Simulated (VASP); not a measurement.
# Bi (P2_1/m) in VASP: electric field gradients with r2SCAN

Aim: the electric field gradients of Bi with r2SCAN.

Everything below comes from runs of VASP 6.6.1. Logs are shortened: lines on timing, memory, paths and dates and some standing lists are left out, and cuts for length are marked.

### Step 1. The cell of the first run

Symmetry: P2_1/m, No. 11, monoclinic system. Conventional cell: a = 4.656 Å, b = 4.659 Å, c = 6.457 Å, α = 90.00°, β = 90.53°, γ = 90.00°. Bi (site symmetry m) has 8 Bi at 3.22 to 4.18 Å within 4.2 Å. Bi (site symmetry m) has 6 Bi at 3.22 to 3.38 Å within 4.2 Å.

### Step 2. Electric field gradients, r2SCAN

Input file POSCAR:

```
Bi
1.0
    4.6561540000      0.0000000000      0.0000000000
    0.0000000000      4.6586320000      0.0000000000
   -0.0593570000      0.0000000000      6.4564720000
Bi
4
Direct
    0.8263170000      0.2500000000      0.2361530000
    0.6975330000      0.2500000000      0.7341970000
    0.3024670000      0.7500000000      0.2658030000
    0.1736830000      0.7500000000      0.7638470000
```

Input file INCAR.step1:

```
SYSTEM = Bi
ALGO     = Normal         ! electronic algorithm
EDIFF    = 1E-4           ! SCF threshold, eV
ENCUT    = 520            ! plane-wave cutoff, eV
GGA      = PE             ! functional
ISMEAR   = -1             ! smearing method
LASPH    = .TRUE.         ! aspherical terms in the spheres
LCHARG   = .FALSE.        ! write CHGCAR
LREAL    = .FALSE.        ! projectors in reciprocal space
LWAVE    = .TRUE.         ! write WAVECAR
NBANDS   = 38             ! bands
NELM     = 100            ! most SCF steps
PREC     = Accurate       ! precision mode
SIGMA    = 0.05           ! smearing width, eV
```

Input file INCAR.step2:

```
SYSTEM = Bi
ALGO     = Normal         ! electronic algorithm
EDIFF    = 1E-8           ! SCF threshold, eV
ENCUT    = 520            ! plane-wave cutoff, eV
ISIF     = 2              ! what is computed and relaxed
ISMEAR   = -1             ! smearing method
ISTART   = 1            
LASPH    = .TRUE.         ! aspherical terms in the spheres
LCHARG   = .FALSE.        ! write CHGCAR
LEFG     = .TRUE.       
LMIXTAU  = .TRUE.       
LREAL    = .FALSE.        ! projectors in reciprocal space
LWAVE    = .FALSE.        ! write WAVECAR
METAGGA  = R2SCAN         ! meta-GGA
NBANDS   = 38             ! bands
NELM     = 100            ! most SCF steps
PREC     = Accurate       ! precision mode
SIGMA    = 0.05           ! smearing width, eV
```

Input file KPOINTS:

```
k-points
0
G
  7 7 5
  0 0 0
```

Potentials or basis: VASP PAW PBE potentials, release 64 (Bi_d).

On the command line:

```bash
$ cat potpaw_PBE.64/Bi_d/POTCAR > POTCAR
$ cp INCAR.step1 INCAR
$ mpirun -np 1 vasp_std > vasp.out
$ cp INCAR.step2 INCAR
$ mpirun -np 1 vasp_std > vasp.out
```

OUTCAR:

```text
SYSTEM = Bi
   EDIFF = 1E-8
   ENCUT = 520
   ISIF = 2
   ISMEAR = -1
   ISTART = 1
   LASPH = .TRUE.
   LREAL = .FALSE.
   METAGGA = R2SCAN
   NELM = 100
   PREC = Accurate

 ion  position               nearest neighbor table
   1  0.826  0.250  0.236-   3 3.22   3 3.22   2 3.28   2 3.29   3 3.38   3 3.38
   2  0.698  0.250  0.734-   4 3.22   4 3.22   1 3.28   1 3.29   4 3.38   4 3.38
   3  0.302  0.750  0.266-   1 3.22   1 3.22   4 3.28   4 3.29   1 3.38   1 3.38
   4  0.174  0.750  0.764-   2 3.22   2 3.22   3 3.28   3 3.29   2 3.38   2 3.38

  LATTYP: Found a simple monoclinic cell.
 ALAT       =     4.6561540000
 B/A-ratio  =     1.0005321989
 C/A-ratio  =     1.3867120462
 COS(beta)  =    -0.0091930224

  Lattice vectors:

 A1 = (   4.6561540000,   0.0000000000,   0.0000000000)
 A2 = (   0.0000000000,   4.6586320000,   0.0000000000)
 A3 = (  -0.0593570000,   0.0000000000,   6.4564720000)

Analysis of symmetry for initial positions (statically):
=====================================================================
 Subroutine PRICEL returns:
 Original cell was already a primitive cell.

 Routine SETGRP: Setting up the symmetry group for a
 simple monoclinic supercell.

 Subroutine GETGRP returns: Found  4 space group operations
 (whereof  2 operations were pure point group operations)
 out of a pool of  4 trial point group operations.

The static configuration has the point symmetry S_2 .
 The point group associated with its full space group is C_2h.

Analysis of symmetry for dynamics (positions and initial velocities):
=====================================================================
 Subroutine PRICEL returns:
 Original cell was already a primitive cell.

 Routine SETGRP: Setting up the symmetry group for a
 simple monoclinic supercell.

 Subroutine GETGRP returns: Found  4 space group operations
 (whereof  2 operations were pure point group operations)
 out of a pool of  4 trial point group operations.

The dynamic configuration has the point symmetry S_2 .
 The point group associated with its full space group is C_2h.

 Subroutine INISYM returns: Found  4 space group operations
 (whereof  2 operations are pure point group operations),
 and found     1 'primitive' translations

----------------------------------------------------------------------------------------

                                     Primitive cell

  volume of cell :     140.0493

  direct lattice vectors                    reciprocal lattice vectors
     4.656154000  0.000000000  0.000000000     0.214769529  0.000000000  0.001974465
     0.000000000  4.658632000  0.000000000     0.000000000  0.214655289  0.000000000
    -0.059357000  0.000000000  6.456472000     0.000000000  0.000000000  0.154883348

  length of vectors
     4.656154000  4.658632000  6.456744841     0.214778605  0.214655289  0.154883348

  position of ions in fractional coordinates (direct lattice)
     0.826317000  0.250000000  0.236153000
     0.697533000  0.250000000  0.734197000
     0.302467000  0.750000000  0.265803000
     0.173683000  0.750000000  0.763847000

  ion indices of the primitive-cell ions
   primitive index   ion index
                 1           1
                 2           2
                 3           3
                 4           4

----------------------------------------------------------------------------------------

 KPOINTS: k-points

Automatic generation of k-mesh.
 Grid dimensions read from file:
 generate k-points for:    7    7    5

 Generating k-lattice:

  Cartesian coordinates                     Fractional coordinates (reciprocal lattice)
     0.030681361  0.000000000  0.000282066     0.142857143  0.000000000 -0.000000000
     0.000000000  0.030665041  0.000000000     0.000000000  0.142857143  0.000000000
     0.000000000  0.000000000  0.030976670     0.000000000  0.000000000  0.200000000

  Length of vectors
     0.030682658  0.030665041  0.030976670
[... 41 lines left out ...]
   ions per type =               4
   NGX,Y,Z   is equivalent  to a cutoff of  12.85, 12.85, 12.36 a.u.
   NGXF,Y,Z  is equivalent  to a cutoff of  25.71, 25.69, 24.72 a.u.
 SYSTEM =  Bi
   PREC   = accura    normal or accurate (medium, high low for compatibility)
   ISTART =      1    job   : 0-new  1-cont  2-samecut
   ICHARG =      0    charge: 1-file 2-atom 10-const
   ISPIN  =      1    spin polarized calculation?
   LNONCOLLINEAR =      F non collinear calculations
   LSORBIT =      F    spin-orbit coupling
   LASPH  =      T    aspherical Exc in radial PAW
   ENCUT  =  520.0 eV  38.22 Ry    6.18 a.u.   8.66  8.66 12.01*2*pi/ulx,y,z
   NELM   =    100;   NELMIN=  2; NELMDL=  0     # of ELM steps
   EDIFF  = 0.1E-07   stopping-criterion for ELM
   LREAL  =      F    real-space projection
   EDIFFG = 0.1E-06   stopping-criterion for IOM
   NSW    =      0    number of steps for IOM
   IBRION =     -1    ionic relax: 0-MD 1-quasi-New 2-CG
   NFREE  =      0    steps in history (QN), initial steepest desc. (CG)
   ISIF   =      2    stress and relaxation
   ISYM   =      2    0-nonsym 1-usesym 2-fastsym
   POTIM  = 0.5000    time-step for ionic-motion
   TEBEG  =    0.0;   TEEND  =   0.0 temperature during run
   PSTRESS=    0.0 pullay stress
   NELECT =      60.0000    total number of electrons
   NUPDOWN=      -1.0000    fix difference up-down
   EMIN   =  10.00;   EMAX   =-10.00  energy-range for DOS
   EFERMI =   0.00;   METHOD = LEGACY
   ISMEAR =    -1;   SIGMA  =   0.05  broadening in eV -4-tet -1-fermi 0-gaus
   EFERMI_NEDOS =   21; number of points for ismear=-14 and -15
   IALGO  =     38    algorithm
   IMIX   =      4    mixing-type and parameters
     AMIX     =   0.40;   BMIX     =  1.00
     AMIX_MAG =   1.60;   BMIX_MAG =  1.00
  volume/ion in A,a.u.               =      35.01       236.27
  Fermi-wavevector in a.u.,A,eV,Ry     =   1.234141  2.332189 20.723100  1.523105
  Thomas-Fermi vector in A             =   2.368843
   LORBIT       =      0    0 simple, 1 ext, 2 COOP (PROOUT), +10 PAW based schemes
   METAGGA = R2SCAN    functional components
   LHFCALC =     F    Hartree Fock is set to
   AEXX    =    0.0000 exact exchange contribution
   IVDW    =     0    specifies the selected vdW correction
   LEPSILON=     F    determine dielectric tensor
   LRPA    =     F    only Hartree local field effects (RPA)
 non-spin polarized calculation
  energy-cutoff  :      520.00
  volume of cell :      140.05
 maximum number of plane-waves:      3801
   NGX = 17   NGY = 17   NGZ = 25

 number of electron      59.9999981 magnetization

 Free energy of the ion-electron system (eV)
  ---------------------------------------------------
  ext. energy  EPLUGINS =         0.00000000
  ---------------------------------------------------
  free energy    TOTEN  =      -233.74350954 eV

  energy without entropy =     -233.73401199  energy(sigma->0) =     -233.73876076

 E-fermi :   6.2266     XC(G=0): -10.2988

 val. band max:        6.2098087501   @ k =   0.0000   0.2857   0.4000
 cond. band min:       6.2792694941   @ k =  -0.4286   0.0000   0.2000
 fundamental gap:      0.0694607440
 Fermi energy:         6.2265805327

 k-point     1 :       0.0000    0.0000    0.0000
  band No.  band energies     occupation
      1     -17.3514      2.00000
      2     -17.3414      2.00000
      3     -17.3339      2.00000
      4     -17.2303      2.00000
      5     -17.2184      2.00000
      6     -17.2183      2.00000
[... 973 lines left out ...]
     37      10.9242      0.00000
     38      11.6599      0.00000

 [... further k-points ...]

------------------------ aborting loop because EDIFF is reached ----------------------------------------

  FORCE on cell =-STRESS in cart. coord.  units (eV):
  Direction    XX          YY          ZZ          XY          YZ          ZX
  --------------------------------------------------------------------------------------
  -------------------------------------------------------------------------------------
  Total       -1.2330110     -1.1457214     -0.6058876      0.0000000      0.0000000     -0.0757723
  in kB      -14.1057612    -13.1071600     -6.9314104      0.0000000      0.0000000     -0.8668419
  external PRESSURE =     -11.3814439 kB  Pullay stress =       0.0000000 kB

 VOLUME and BASIS-vectors are now :
 -----------------------------------------------------------------------------
  energy-cutoff  :      520.00
  volume of cell :      140.05
      direct lattice vectors                 reciprocal lattice vectors
     4.656154000  0.000000000  0.000000000     0.214769529  0.000000000  0.001974465
     0.000000000  4.658632000  0.000000000     0.000000000  0.214655289  0.000000000
    -0.059357000  0.000000000  6.456472000     0.000000000  0.000000000  0.154883348

 POSITION                                       TOTAL-FORCE (eV/Angst)
 -----------------------------------------------------------------------------------
      3.83344      1.16466      1.52472         0.015551     -0.000000      0.052083
      3.20424      1.16466      4.74032         0.052121      0.000000      0.081802
      1.39256      3.49397      1.71615        -0.052121     -0.000000     -0.081802
      0.76336      3.49397      4.93176        -0.015551      0.000000     -0.052083
 -----------------------------------------------------------------------------------
    total drift:                                0.000000     -0.000000     -0.000000

  FREE ENERGIE OF THE ION-ELECTRON SYSTEM (eV)
  ---------------------------------------------------
  free  energy   TOTEN  =      -233.7435095352 eV

  energy  without entropy=     -233.7340119926  energy(sigma->0) =     -233.73876076

 Electric field gradients (V/A^2)
---------------------------------------------------------------------
 ion       V_xx      V_yy      V_zz      V_xy      V_xz      V_yz
---------------------------------------------------------------------
   1      15.890    19.900   -35.790    -0.000   -34.011     0.000
   2      -5.837   -21.865    27.702     0.000    37.392    -0.000
   3      -5.837   -21.865    27.702     0.000    37.392     0.000
   4      15.890    19.900   -35.790     0.000   -34.011    -0.000
---------------------------------------------------------------------

 Electric field gradients after diagonalization (V/A^2)
 (convention: |V_zz| > |V_xx| > |V_yy|)
----------------------------------------------------------------------
 ion       V_xx      V_yy      V_zz     asymmetry (V_yy - V_xx)/ V_zz
----------------------------------------------------------------------
   1      32.764    19.900   -52.664       0.244
   2     -30.047   -21.865    51.913       0.158
   3     -30.047   -21.865    51.913       0.158
   4      32.764    19.900   -52.664       0.244
----------------------------------------------------------------------

           NMR quadrupolar parameters

 Cq : quadrupolar parameter    Cq=e*Q*V_zz/h
 eta: asymmetry parameters     (V_yy - V_xx)/ V_zz
 Q  : nuclear electric quadrupole moment in mb (millibarn)
----------------------------------------------------------------------
 ion       Cq(MHz)       eta       Q (mb)
----------------------------------------------------------------------
   1      -0.127       0.244       1.000
   2       0.126       0.158       1.000
   3       0.126       0.158       1.000
   4      -0.127       0.244       1.000
----------------------------------------------------------------------
```

Run time: 17 min. Hardware: 1 thread of AMD EPYC 9R45 (Zen 5), shared host; peak memory 0.4 GiB.

What came out:

```
Free energy            : -233.7435 eV
Pressure               : -1.1 GPa
Largest force          : 0.097 eV/Å
Band gap on the k mesh : 0.07 eV, indirect (least direct gap 0.23 eV)
```

Forces in eV/Å, atoms in the order of the input:
```
Bi   0.016  0.000  0.052
Bi   0.052  0.000  0.082
Bi  -0.052  0.000 -0.082
Bi  -0.016  0.000 -0.052
```

Stress tensor (GPa, compression positive):
```
-1.41  0.00 -0.09
 0.00 -1.31  0.00
-0.09  0.00 -0.69
```

Electric field gradients, principal values (V/Å²):
```csv
atom,least,middle,greatest (by size)
1 Bi,19.900,32.764,-52.664
2 Bi,-21.865,-30.047,51.913
3 Bi,-21.865,-30.047,51.913
4 Bi,19.900,32.764,-52.664
```

Caveat: without QUAD_EFG the Cq values of the log hold for a quadrupole moment of 1 mb, not for the nuclei; the PAW data sets were made with another functional, which shifts forces and pressure a little; spin-orbit coupling is left out, which moves the levels of the heavy elements.
